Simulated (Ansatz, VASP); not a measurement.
**BN in VASP and in Ansatz**

File INCAR:

```
SYSTEM = BN
PREC = Accurate ; ENCUT = 600
EDIFF = 1E-7 ; ISMEAR = 0
SIGMA = 0.05 ; LREAL = .FALSE.
LASPH = .TRUE. ; NELM = 60
ALGO = Normal ; ISIF = 3
LWAVE = .FALSE. ; LCHARG = .FALSE.
GGA = PE ; IBRION = 2
NSW = 100 ; EDIFFG = -0.01
```

Contents of KPOINTS:

```
Automatic mesh
0
G
  8 8 6
  0 0 0
```

Contents of POSCAR:

```
BN
1.0
    0.1565945389     -1.4577935152     -1.9266847883
    0.0571381163      1.6761556864     -2.1450469595
    3.3776355041     -0.0994564225     -0.2137326552
B N
2 2
Direct
    0.5039613875      0.4967017278      0.5022299853
   -0.0027843262      0.0033426486      0.0073019840
   -0.0032211512      0.4926583233      0.2471211213
    0.5020440899      0.0072973003      0.7433469094
```

Input for Ansatz:

```yaml
crystal:
  lattice:
    - [0.1565945389, -1.4577935152, -1.9266847883]
    - [0.0571381163, 1.6761556864, -2.1450469595]
    - [3.3776355041, -0.0994564225, -0.2137326552]
  atoms:
    - { symbol: B, position: [0.5039613875, 0.4967017278, 0.5022299853] }
    - { symbol: B, position: [-0.0027843262, 0.0033426486, 0.007301984] }
    - { symbol: "N", position: [-0.0032211512, 0.4926583233, 0.2471211213] }
    - { symbol: "N", position: [0.5020440899, 0.0072973003, 0.7433469094] }
basis:
  ecutwfc: 420
kpoints:
  mp_grid: { grid: [8, 8, 6] }
hamiltonian:
  xc: pbe
scf:
  occupations: { method: gaussian, width: 0.05 }
output:
  forces: true
  stress: true
  eigenvalues: true
relax:
  adjacent_minimum: "off"
  f_tol: 0.01
  max_steps: 80
  cell: { stress_tol: 0.1 }
```

Change from the starting cell: all atoms moved at random, sigma 0.02 Å a component, cell strained at random, sigma 0.1; relaxed back.

Alike in both runs: task relaxation of cell and atoms; functional PBE; k mesh 8 × 8 × 6; occupations gaussian, width 0.05 eV; no spin polarisation.

```csv
,VASP,Ansatz
version,VASP 6.6.1,Ansatz 0.2.0
potentials or method,"VASP PAW PBE potentials, release 64 (B, N), cutoff 600 eV","scalar-relativistic, plane waves, PAW"
valence electrons in the cell,16,16
```

```tsv
	VASP	Ansatz	Ansatz less VASP
gap on the k mesh at the Fermi level, each at its own relaxed structure (eV)	4.43	4.46	+0.033
relaxed volume (Å³/atom)	5.95	5.95	+0.004
relaxed cell length with the largest relative difference (Å)	2.562	2.563	+0.0014
```
